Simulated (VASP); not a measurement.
Write the native input for VASP 6.6.1 that does the following.

```
Task                   : single point
Functional             : PBEsol
Potentials or basis    : VASP PAW PBE potentials, release 64 (Al)
Cutoff                 : 520 eV
k mesh                 : 8 × 8 × 8
Occupations            : gaussian, width 0.1 eV
Spin                   : no spin polarisation
Dipole correction      : no
Further INCAR settings : ALGO = Normal; EDIFF = 1e-06; NBANDS = 8
```

The structure of Al lies in POSCAR:

```
Al
1.0
    4.4319878233      0.0000000000      0.0000000000
    0.0000000000      4.4319878233      0.0000000000
    0.0000000000      0.0000000000      4.4319878233
Al
1
Direct
    0.0000000000      0.0000000000      0.0000000000
```

One way to write it, as run:

INCAR

```
SYSTEM = Al
ALGO = Normal ; EDIFF = 1E-6
ENCUT = 520 ; GGA = PS
ISIF = 2 ; ISMEAR = 0
LASPH = .TRUE. ; LCHARG = .FALSE.
LREAL = .FALSE. ; LWAVE = .FALSE.
NBANDS = 8 ; NELM = 80
PREC = Accurate ; SIGMA = 0.1
```

KPOINTS

```
k-points
0
G
  8 8 8
  0 0 0
```

Potentials or basis: VASP PAW PBE potentials, release 64 (Al).

Command:

```console
$ cat potpaw_PBE.64/Al/POTCAR > POTCAR
$ mpirun -np 1 vasp_std > vasp.out
```

Results of the run:

* Pressure: -2.6 GPa

Caveat: the PAW data sets were made with another functional, which shifts forces and pressure a little.

It took 21 s on 1 thread of Intel Xeon 8259CL, with other jobs on the host, peak memory 0.2 GiB.
